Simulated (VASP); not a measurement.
A run of VASP 6.6.1 is set up as follows.

INCAR

```
SYSTEM = BN
  PREC = Accurate
  ENCUT = 600
  EDIFF = 1E-6
  ISMEAR = 0
  SIGMA = 0.01
  LREAL = .FALSE.
  LASPH = .TRUE.
  NELM = 80
  ALGO = Normal
  ISIF = 4
  LWAVE = .FALSE.
  LCHARG = .FALSE.
  IBRION = 2
  NSW = 80
  EDIFFG = -0.001
```

KPOINTS

```
regular mesh
0
G
  12 12 12
  0 0 0
```

Contents of POSCAR:

```
BN
1.0
    1.2525391805      0.7231538330      3.2454514731
   -1.2525391805      0.7231538330      3.2454514731
    0.0000000000     -1.4463076661      3.2454514731
B N
1 1
Direct
    0.9997405139      0.9997405139      0.9997405139
    0.3326924861      0.3326924861      0.3326924861
```

Potentials or basis: VASP PAW LDA potentials, release 64 (B, N).

Run with:

```console
$ cat potpaw_LDA.64/B/POTCAR potpaw_LDA.64/N/POTCAR > POTCAR
$ mpirun -np 1 vasp_std > vasp.out
```

Question: What does it give for the band gap on the k mesh?

Answer: 4.07 eV (least direct gap 4.59 eV).

Final structure:
```yaml
crystal:
  lattice:
    - [1.24565, 0.71918, 3.28144]
    - [-1.24565, 0.71918, 3.28144]
    - [0.00000, -1.43835, 3.28144]
  atoms:
    - { symbol: B, position: [0.99970, 0.99970, 0.99970] }
    - { symbol: N, position: [0.33273, 0.33273, 0.33273] }
```

A k mesh can miss the band edges.
